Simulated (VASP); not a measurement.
# TaN (P6_3/mmc) in VASP: a series of runs, part 3 of 3

VASP 6.6.1. The steps go on from the part before.

## (6) Electric field gradients, PBEsol (volume scaled by 1.06)

File INCAR:

```
SYSTEM = TaN
PREC = Accurate
ENCUT = 520
EDIFF = 1E-8
ISMEAR = -1
SIGMA = 0.01
LREAL = .FALSE.
LASPH = .TRUE.
NELM = 80
ALGO = Normal
ISIF = 2
LWAVE = .FALSE.
LCHARG = .FALSE.
GGA = PS
LEFG = .TRUE.
NBANDS = 24
```

File KPOINTS:

```
regular mesh
0
G
  11 11 6
  0 0 0
```

File POSCAR:

```
TaN
1.0
    3.1077819002      0.0000000000      0.0000000000
   -1.5538909501      2.6914180749      0.0000000000
    0.0000000000      0.0000000000      5.0144558607
Ta N
2 2
Direct
    0.0000000000      0.0000000000      0.0000000000
    0.0000000000      0.0000000000      0.5000000000
    0.3333333333      0.6666666667      0.2500000000
    0.6666666667      0.3333333333      0.7500000000
```

Potentials or basis: VASP PAW PBE potentials, release 64 (Ta_pv, N).

On the command line:

```sh
$ cat potpaw_PBE.64/Ta_pv/POTCAR potpaw_PBE.64/N/POTCAR > POTCAR
$ mpirun -np 1 vasp_std > vasp.out
```

OUTCAR:

```text
SYSTEM = TaN
   PREC = Accurate
   ENCUT = 520
   EDIFF = 1E-8
   ISMEAR = -1
   LREAL = .FALSE.
   LASPH = .TRUE.
   NELM = 80
   ISIF = 2
   GGA = PS

 ion  position               nearest neighbor table
   1  0.000  0.000  0.000-   3 2.19   4 2.19   3 2.19   4 2.19   4 2.19   3 2.19   2 2.51   2 2.51

   2  0.000  0.000  0.500-   3 2.19   4 2.19   3 2.19   4 2.19   4 2.19   3 2.19   1 2.51   1 2.51

   3  0.333  0.667  0.250-   1 2.19   2 2.19   1 2.19   2 2.19   1 2.19   2 2.19
   4  0.667  0.333  0.750-   1 2.19   2 2.19   1 2.19   2 2.19   1 2.19   2 2.19

  LATTYP: Found a hexagonal cell.
 ALAT       =     3.1077819002
 C/A-ratio  =     1.6135160129

  Lattice vectors:

 A1 = (   3.1077819002,   0.0000000000,   0.0000000000)
 A2 = (  -1.5538909501,   2.6914180749,   0.0000000000)
 A3 = (   0.0000000000,   0.0000000000,   5.0144558607)

Analysis of symmetry for initial positions (statically):
=====================================================================
 Subroutine PRICEL returns:
 Original cell was already a primitive cell.

 Routine SETGRP: Setting up the symmetry group for a
 hexagonal supercell.

 Subroutine GETGRP returns: Found 24 space group operations
 (whereof 12 operations were pure point group operations)
 out of a pool of 24 trial point group operations.

The static configuration has the point symmetry D_3d.
 The point group associated with its full space group is D_6h.

Analysis of symmetry for dynamics (positions and initial velocities):
=====================================================================
 Subroutine PRICEL returns:
 Original cell was already a primitive cell.

 Routine SETGRP: Setting up the symmetry group for a
 hexagonal supercell.

 Subroutine GETGRP returns: Found 24 space group operations
 (whereof 12 operations were pure point group operations)
 out of a pool of 24 trial point group operations.

The dynamic configuration has the point symmetry D_3d.
 The point group associated with its full space group is D_6h.

 Subroutine INISYM returns: Found 24 space group operations
 (whereof 12 operations are pure point group operations),
 and found     1 'primitive' translations

----------------------------------------------------------------------------------------

                                     Primitive cell

  volume of cell :      41.9426

  direct lattice vectors                    reciprocal lattice vectors
     3.107781900  0.000000000  0.000000000     0.321772902  0.185775671  0.000000000
    -1.553890950  2.691418075  0.000000000     0.000000000  0.371551343  0.000000000
     0.000000000  0.000000000  5.014455861     0.000000000  0.000000000  0.199423433

  length of vectors
[... 87 lines left out ...]
   LREAL  =      F    real-space projection
   EDIFFG = 0.1E-06   stopping-criterion for IOM
   NSW    =      0    number of steps for IOM
   IBRION =     -1    ionic relax: 0-MD 1-quasi-New 2-CG
   NFREE  =      0    steps in history (QN), initial steepest desc. (CG)
   ISIF   =      2    stress and relaxation
   ISYM   =      2    0-nonsym 1-usesym 2-fastsym
   POTIM  = 0.5000    time-step for ionic-motion
   TEBEG  =    0.0;   TEEND  =   0.0 temperature during run
   PSTRESS=    0.0 pullay stress
   NELECT =      32.0000    total number of electrons
   NUPDOWN=      -1.0000    fix difference up-down
   EMIN   =  10.00;   EMAX   =-10.00  energy-range for DOS
   EFERMI =   0.00;   METHOD = LEGACY
   ISMEAR =    -1;   SIGMA  =   0.01  broadening in eV -4-tet -1-fermi 0-gaus
   EFERMI_NEDOS =   21; number of points for ismear=-14 and -15
   IALGO  =     38    algorithm
   IMIX   =      4    mixing-type and parameters
     AMIX     =   0.40;   BMIX     =  1.00
     AMIX_MAG =   1.60;   BMIX_MAG =  1.00
  volume/ion in A,a.u.               =      10.49        70.76
  Fermi-wavevector in a.u.,A,eV,Ry     =   1.495913  2.826866 30.446512  2.237756
  Thomas-Fermi vector in A             =   2.607997
   LORBIT       =      0    0 simple, 1 ext, 2 COOP (PROOUT), +10 PAW based schemes
   GGA     = PS    functional components
   LHFCALC =     F    Hartree Fock is set to
   AEXX    =    0.0000 exact exchange contribution
   IVDW    =     0    specifies the selected vdW correction
   LEPSILON=     F    determine dielectric tensor
   LRPA    =     F    only Hartree local field effects (RPA)
 non-spin polarized calculation
  energy-cutoff  :      520.00
  volume of cell :       41.94
 maximum number of plane-waves:      1138
 NGX is ok and might be reduce to    24
   NGX = 11   NGY = 11   NGZ = 19

 number of electron      31.9999997 magnetization

 Free energy of the ion-electron system (eV)
  ---------------------------------------------------
  ext. energy  EPLUGINS =         0.00000000
  ---------------------------------------------------
  free energy    TOTEN  =       -44.84419251 eV

  energy without entropy =      -44.84356171  energy(sigma->0) =      -44.84387711

 E-fermi :   9.0987     XC(G=0): -13.5803

 val. band max:        9.0872440156   @ k =   0.1818   0.0000   0.0000
 cond. band min:       9.1205218183   @ k =   0.1818   0.0909   0.5000
 fundamental gap:      0.0332778027
 Fermi energy:         9.0987320606

 k-point     1 :       0.0000    0.0000    0.0000
  band No.  band energies     occupation
      1     -27.8320      2.00000
      2     -26.2843      2.00000
      3     -26.2843      2.00000
      4     -25.9696      2.00000
      5     -25.9696      2.00000
      6     -25.2313      2.00000
[... 637 lines left out ...]
     23      14.8164      0.00000
     24      15.3062      0.00000

 [... further k-points ...]
[... 5 lines left out ...]
  --------------------------------------------------------------------------------------
  -------------------------------------------------------------------------------------
  Total       -0.0079802     -0.0079802     17.7191710      0.0000000      0.0000000      0.0000000
  in kB       -0.3048388     -0.3048388    676.8594110      0.0000000      0.0000000      0.0000000
  external PRESSURE =     225.4165778 kB  Pullay stress =       0.0000000 kB

 VOLUME and BASIS-vectors are now :
 -----------------------------------------------------------------------------
  energy-cutoff  :      520.00
  volume of cell :       41.94
      direct lattice vectors                 reciprocal lattice vectors
     3.107781900  0.000000000  0.000000000     0.321772902  0.185775671  0.000000000
    -1.553890950  2.691418075  0.000000000     0.000000000  0.371551343  0.000000000
     0.000000000  0.000000000  5.014455861     0.000000000  0.000000000  0.199423433

 POSITION                                       TOTAL-FORCE (eV/Angst)
 -----------------------------------------------------------------------------------
      0.00000      0.00000      0.00000         0.000000      0.000000      0.000000
      0.00000      0.00000      2.50723         0.000000      0.000000      0.000000
     -0.00000      1.79428      1.25361         0.000000      0.000000      0.000000
      1.55389      0.89714      3.76084        -0.000000      0.000000     -0.000000
 -----------------------------------------------------------------------------------
    total drift:                               -0.000000      0.000000      0.000000

  FREE ENERGIE OF THE ION-ELECTRON SYSTEM (eV)
  ---------------------------------------------------
  free  energy   TOTEN  =       -44.8441925097 eV

  energy  without entropy=      -44.8435617077  energy(sigma->0) =      -44.84387711

 Electric field gradients (V/A^2)
---------------------------------------------------------------------
 ion       V_xx      V_yy      V_zz      V_xy      V_xz      V_yz
---------------------------------------------------------------------
   1      87.469    87.469  -174.939    -0.000    -0.000     0.000
   2      87.469    87.469  -174.939    -0.000     0.000    -0.000
   3      -2.922    -2.923     5.845    -0.000     0.000     0.000
   4      -2.922    -2.923     5.845    -0.000     0.000     0.000
---------------------------------------------------------------------

 Electric field gradients after diagonalization (V/A^2)
 (convention: |V_zz| > |V_xx| > |V_yy|)
----------------------------------------------------------------------
 ion       V_xx      V_yy      V_zz     asymmetry (V_yy - V_xx)/ V_zz
----------------------------------------------------------------------
   1      87.470    87.469  -174.939       0.000
   2      87.470    87.469  -174.939       0.000
   3      -2.923    -2.922     5.845       0.000
   4      -2.923    -2.922     5.845       0.000
----------------------------------------------------------------------

           NMR quadrupolar parameters

 Cq : quadrupolar parameter    Cq=e*Q*V_zz/h
 eta: asymmetry parameters     (V_yy - V_xx)/ V_zz
 Q  : nuclear electric quadrupole moment in mb (millibarn)
----------------------------------------------------------------------
 ion       Cq(MHz)       eta       Q (mb)
----------------------------------------------------------------------
   1      -0.423       0.000       1.000
   2      -0.423       0.000       1.000
   3       0.014       0.000       1.000
   4       0.014       0.000       1.000
----------------------------------------------------------------------
```

Wall time 22 s (1 thread of Intel Xeon 6975P-C (Granite Rapids), shared host); peak memory 0.19 GiB.

Results:

| Property | Result |
| --- | --- |
| Free energy | -44.8442 eV |
| Pressure | 22.5 GPa |
| Band gap on the k mesh | zero (band 16 reaches 9.74 eV, above the bottom of band 17 at 7.34 eV) |

Electric field gradients, principal values (V/Å²):
```
atom   least  middle  greatest (by size)
1 Ta  87.469  87.470            -174.939
2 Ta  87.469  87.470            -174.939
 3 N  -2.922  -2.923               5.845
 4 N  -2.922  -2.923               5.845
```

Caveat: without QUAD_EFG the Cq values of the log hold for a quadrupole moment of 1 mb, not for the nuclei; the PAW data sets were made with another functional, which shifts forces and pressure a little; spin-orbit coupling is left out, which moves the levels of the heavy elements.

## (7) The runs side by side

```csv
cell,gap on the mesh (eV),pressure (GPa)
"a = 3.038, b = 3.038, c = 4.902 Å, angles 90.0, 90.0, 120.0°, 4 atoms",none,55.4
"a = 3.068, b = 3.068, c = 4.951 Å, angles 90.0, 90.0, 120.0°, 4 atoms",none,39.9
"a = 3.108, b = 3.108, c = 5.014 Å, angles 90.0, 90.0, 120.0°, 4 atoms",none,22.5
```

Alike in all rows: task electric field gradients; level PBEsol; potentials or basis VASP PAW PBE potentials, release 64 (Ta_pv, N); no spin polarisation; k mesh 11 × 11 × 6; cutoff (eV) 520; smearing fermi-dirac 0.01 eV.

Caveats: the PAW data sets were made with another functional, which shifts forces and pressure a little; spin-orbit coupling is left out, which moves the levels of the heavy elements.

Total energies depend on the potentials used, so only differences within one code and one set of settings carry meaning.
